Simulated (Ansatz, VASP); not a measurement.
Given: the input of a run of Ansatz 0.2.0 on SiC.

Contents of input.yaml:

```yaml
crystal:
  lattice:
    - [3.074227562, 0.0, 0.0]
    - [-1.537113781, 2.6623591657, 0.0]
    - [0.0, 0.0, 15.0681848517]
  atoms:
    - { symbol: Si, position: [0.6666666667, 0.3333333333, 0.4583] }
    - { symbol: Si, position: [0.3333333333, 0.6666666667, 0.9583] }
    - { symbol: Si, position: [0.6666666667, 0.3333333333, 0.7917] }
    - { symbol: Si, position: [0.3333333333, 0.6666666667, 0.2917] }
    - { symbol: Si, position: [0.0, 0.0, 0.625] }
    - { symbol: Si, position: [0.0, 0.0, 0.125] }
    - { symbol: C, position: [0.6666666667, 0.3333333333, 0.3333] }
    - { symbol: C, position: [0.3333333333, 0.6666666667, 0.8333] }
    - { symbol: C, position: [0.6666666667, 0.3333333333, 0.6667] }
    - { symbol: C, position: [0.3333333333, 0.6666666667, 0.1667] }
    - { symbol: C, position: [0.0, 0.0, 0.5] }
    - { symbol: C, position: [0.0, 0.0, 0.0] }
hamiltonian:
  xc: pbesol
  pseudopotentials: { kind: paw }
kpoints:
  mp_grid: { grid: [10, 10, 2] }
scf:
  occupations: { method: fermi_dirac, width: 0.05 }
output:
  forces: true
  stress: true
  eigenvalues: true
```

Potentials or basis: Ansatz PAW.

Launch:

```sh
$ ansatz run input.yaml --threads 2 --pin off --max-ram 5120MiB --backend cpu --events-out ev --progress --plain --runs-dir out
```

Problem. Translate it to VASP 6.6.1. Potentials there: VASP PAW PBE potentials, release 64 (Si, C).

Solution. As run (the cutoff follows the program's own potentials):

File INCAR:

```
ALGO = Normal
EDIFF = 1E-7
ENCUT = 520
GGA = PS
ISIF = 2
ISMEAR = -1
LASPH = T
LCHARG = F
LREAL = F
LWAVE = F
NBANDS = 36
NELM = 80
PREC = Accurate
SIGMA = 0.05
```

Contents of KPOINTS:

```
k-points
0
Gamma
  10 10 2
```

POSCAR

```
SiC
1.0
    3.0742275620      0.0000000000      0.0000000000
   -1.5371137810      2.6623591657      0.0000000000
    0.0000000000      0.0000000000     15.0681848517
Si C
6 6
Direct
    0.6666666667      0.3333333333      0.4583000000
    0.3333333333      0.6666666667      0.9583000000
    0.6666666667      0.3333333333      0.7917000000
    0.3333333333      0.6666666667      0.2917000000
    0.0000000000      0.0000000000      0.6250000000
    0.0000000000      0.0000000000      0.1250000000
    0.6666666667      0.3333333333      0.3333000000
    0.3333333333      0.6666666667      0.8333000000
    0.6666666667      0.3333333333      0.6667000000
    0.3333333333      0.6666666667      0.1667000000
    0.0000000000      0.0000000000      0.5000000000
    0.0000000000      0.0000000000      0.0000000000
```

Potentials or basis: VASP PAW PBE potentials, release 64 (Si, C).

Command:

```sh
$ cat potpaw_PBE.64/Si/POTCAR potpaw_PBE.64/C/POTCAR > POTCAR
$ mpirun -np 1 vasp_std > vasp.out
```

Both were run:

|  | VASP | Ansatz | Ansatz less VASP |
| --- | --- | --- | --- |
| gap on the k mesh at the Fermi level (eV) | 1.90 | 1.91 | +0.008 |
| least direct gap on the mesh (eV) | 3.01 | 3.02 | +0.009 |
| pressure (GPa) | 1.6 | 1.3 | -0.36 |
| traceless stress, the component that is largest in VASP (GPa) | 0.53 | 0.53 | -0.003 |
| rms of the force components (eV/Å) | 0.040 | 0.040 | 0.0000 |

VASP's potentials were made for PBE, not for PBEsol. Atom by atom the forces differ by 0.000 eV/Å (rms over components). With one functional, cell and mesh, what is left measures potentials, basis and numerics.
